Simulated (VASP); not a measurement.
Si2Mo: single point with PBE

Si2Mo:

```xyz
6
Lattice="3.2651 0.0000 0.0000 0.0000 3.2651 0.0000 0.0000 0.0000 7.8022" Properties=species:S:1:pos:R:3 pbc="T T T"
Si    0.0000    0.0000    2.6145
Si    1.6326    1.6326    1.2866
Si    1.6326    1.6326    6.5156
Si    0.0000    0.0000    5.1877
Mo    0.0000    0.0000    0.0000
Mo    1.6326    1.6326    3.9011
```

This cell differs from its parent crystal: biaxial strain in the a-b plane: +1.5 %.

```json
{
  "Program": "VASP 6.6.1",
  "Task": "single point",
  "Functional": "PBE",
  "Potentials or basis": "VASP PAW PBE potentials, release 64 (Si, Mo_sv)",
  "Cutoff": "520 eV",
  "k mesh": "12 × 12 × 6",
  "Occupations": "gaussian, width 0.1 eV",
  "Spin": "no spin polarisation",
  "Dipole correction": "no",
  "Further INCAR settings": "ALGO = Normal; EDIFF = 1e-07; NBANDS = 31"
}
```

```yaml
Pressure: -3.4 GPa
Largest_force: 0.027 eV/Å
Band_gap_on_the_k_mesh: zero (band 22 reaches 12.10 eV, above the bottom of band 23 at 11.28 eV)
```

Forces on the atoms (eV/Å):
```
Si   0.000  0.000  0.027
Si   0.000  0.000 -0.027
Si   0.000  0.000  0.027
Si   0.000  0.000 -0.027
Mo   0.000  0.000  0.000
Mo   0.000  0.000  0.000
```

Stress tensor (GPa, compression positive):
```
-6.20  0.00  0.00
 0.00 -6.20  0.00
 0.00  0.00  2.05
```

Levels at points of the mesh, in eV from the Fermi level:
```tsv
k point	band 19	band 20	band 21	band 22	band 23	band 24	band 25	band 26
(0.00, 0.00, 0.00)	-0.57	-0.57	-0.46	-0.46	0.31	0.45	2.89	3.31
(0.50, 0.00, 0.00)	-2.01	-2.01	-0.67	-0.67	1.84	1.84	3.32	3.32
(0.50, 0.50, 0.00)	-2.70	-2.70	-1.17	-1.17	2.16	2.16	2.66	2.66
(0.00, 0.00, 0.50)	-1.83	-1.83	0.38	0.38	1.63	1.63	1.63	1.63
(0.50, 0.00, 0.50)	-2.34	-2.34	-0.46	-0.46	2.12	2.12	2.97	2.97
(0.50, 0.50, 0.50)	-1.89	-1.89	-1.89	-1.89	0.40	0.40	2.16	2.16
```

It took 2.8 min on 1 thread of Intel(R) Xeon(R) Platinum 8259CL CPU @ 2.50GHz (Skylake/Cascade Lake), on a shared host, peak memory 0.33 GiB.

Caveat: the cell differs from its parent crystal (biaxial strain in the a-b plane: +1.5 %).
